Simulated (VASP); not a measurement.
A run of VASP 6.6.1 is set up as follows.

The input INCAR:

```
PREC = Accurate ; ENCUT = 600
EDIFF = 1E-7 ; ISMEAR = -1
SIGMA = 0.1 ; LREAL = F
LASPH = T ; NELM = 100
ALGO = Normal ; ISIF = 3
LWAVE = F ; LCHARG = F
GGA = PE ; IBRION = 2
NSW = 60 ; EDIFFG = -0.005
PSTRESS = -68.0
```

KPOINTS

```
Automatic mesh
0
Gamma
  18 18 18
```

File POSCAR:

```
Rh
1.0
   -1.5352599194      1.5352599194      1.5352599194
    1.5352599194     -1.5352599194      1.5352599194
    1.5352599194      1.5352599194     -1.5352599194
Rh
1
Direct
    0.0000000000      0.0000000000      0.0000000000
```

Potentials or basis: VASP PAW PBE potentials, release 64 (Rh_pv).

The run is started by

```sh
$ cat potpaw_PBE.64/Rh_pv/POTCAR > POTCAR
$ mpirun -np 1 vasp_std > vasp.out
```

Q: Predict the band gap on the k mesh.

A: Zero (an odd number of electrons rules out a gap without spin polarisation).

Q: Predict the relaxed cell.

A: a = 2.689 Å, b = 2.689 Å, c = 2.689 Å, α = 109.47°, β = 109.47°, γ = 109.47°.

The path:
| step | energy change (eV) | largest force (eV/Å) | pressure (GPa) | volume (Å³) |
| --- | --- | --- | --- | --- |
| 1 | 0.0000 | 0.0000 | 0.33 | 14.47 |
| 2 | 0.0778 | 0.0000 | -16.52 | 15.87 |
| 3 | 0.0106 | 0.0000 | -6.91 | 14.97 |
| 4 | 0.0102 | 0.0000 | -6.78 | 14.96 |

Caveat: the cell is relaxed towards a set pressure, so the run minimises the enthalpy, not the energy.
